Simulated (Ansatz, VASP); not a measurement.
**One calculation of BaTiO3, two programs**

INCAR

```
ALGO = Normal ; EDIFF = 1E-6
ENCUT = 520 ; GGA = PE
ISIF = 2 ; ISMEAR = 0
LASPH = T ; LCHARG = F
LREAL = F ; LWAVE = F
NBANDS = 28 ; NELM = 80
PREC = Accurate ; SIGMA = 0.02
```

The input KPOINTS:

```
k-points
0
Gamma
  8 8 6
```

File POSCAR:

```
BaTiO3
1.0
    4.1050132901      0.0000000000      0.0000000000
    0.0000000000      4.1050132901      0.0000000000
    0.0000000000      0.0000000000      4.3264971309
Ba Ti O
1 1 3
Direct
    0.5000000000      0.5000000000      0.6048510521
    0.0000000000      0.0000000000      0.1145402535
    0.0000000000      0.5000000000      0.0574081972
    0.5000000000      0.0000000000      0.0574081972
    0.0000000000      0.0000000000      0.5257892901
```

Input for Ansatz:

```yaml
crystal:
  lattice:
    - [4.1050132901, 0.0, 0.0]
    - [0.0, 4.1050132901, 0.0]
    - [0.0, 0.0, 4.3264971309]
  atoms:
    - { symbol: Ba, position: [0.5, 0.5, 0.6048510521] }
    - { symbol: Ti, position: [0.0, 0.0, 0.1145402535] }
    - { symbol: O, position: [0.0, 0.5, 0.0574081972] }
    - { symbol: O, position: [0.5, 0.0, 0.0574081972] }
    - { symbol: O, position: [0.0, 0.0, 0.5257892901] }
basis:
  ecutwfc: 420
kpoints:
  mp_grid: { grid: [8, 8, 6] }
  band_path: { path: [VBM, CBM], npoints: 2 }
hamiltonian:
  xc: pbe
scf:
  occupations: { method: gaussian, width: 0.02 }
output:
  forces: true
  stress: true
  eigenvalues: true
checkpoint:
  read: start.run
  write: ck
  compress: false
  write_wavefunctions: false
  write_every: 100000
```

Alike in both runs: task single point; functional PBE; k mesh 8 × 8 × 6; occupations gaussian, width 0.02 eV; no spin polarisation.

|  | VASP | Ansatz |
| --- | --- | --- |
| version | VASP 6.6.1 | Ansatz 0.2.0 |
| potentials or method | VASP PAW PBE potentials, release 64 (Ba_sv, Ti_sv, O), cutoff 520 eV | scalar-relativistic, plane waves, PAW |
| valence electrons in the cell | 40 | 40 |

```tsv
	VASP	Ansatz	Ansatz less VASP
gap on the k mesh at the Fermi level (eV)	1.70	1.75	+0.049
least direct gap on the mesh (eV)	2.27	2.31	+0.037
pressure (GPa)	-7.6	-8.7	-1.17
traceless stress, the component that is largest in VASP (GPa)	3.57	3.39	-0.176
rms of the force components (eV/Å)	0.047	0.003	-0.0433
```

Atom by atom the forces differ by 0.048 eV/Å (rms over components). With one functional, cell and mesh, what is left measures potentials, basis and numerics.

Neither program's run includes spin-orbit coupling.
